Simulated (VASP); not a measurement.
Runs of VASP 6.6.1 on HfN. The structure is that of space group F-43m (No. 216), or close to it. The cells are those of the table. 

```tsv
cell	gap on the mesh (eV)	pressure (GPa)
a = 3.425 Å, angles 60.0°, 2 atoms	none	-2.2
a = 3.448 Å, angles 60.0°, 2 atoms	none	-6.3
a = 3.540 Å, angles 60.0°, 2 atoms	none	(b)
a = 3.472 Å, angles 60.0°, 2 atoms	none	(a)
a = 3.495 Å, angles 60.0°, 2 atoms	none	-13.3
a = 3.401 Å, angles 60.0°, 2 atoms	none	2.4
a = 3.517 Å, angles 60.0°, 2 atoms	none	-16.3
```

Alike in all rows: task single point; level LDA; potentials or basis VASP PAW LDA potentials, release 64 (Hf_pv, N); no spin polarisation; k mesh 10 × 10 × 10; cutoff (eV) 520; smearing methfessel-paxton 0.1 eV.

Q: Estimate the missing entries.

A: (a) -10.0; (b) -19.0.

Caveats: spin-orbit coupling is left out, which moves the levels of the heavy elements.

A k mesh can miss the band edges, and the runs leave out spin-orbit coupling on Hf.

A gap of «none» marks levels without a gap at the run's occupations.
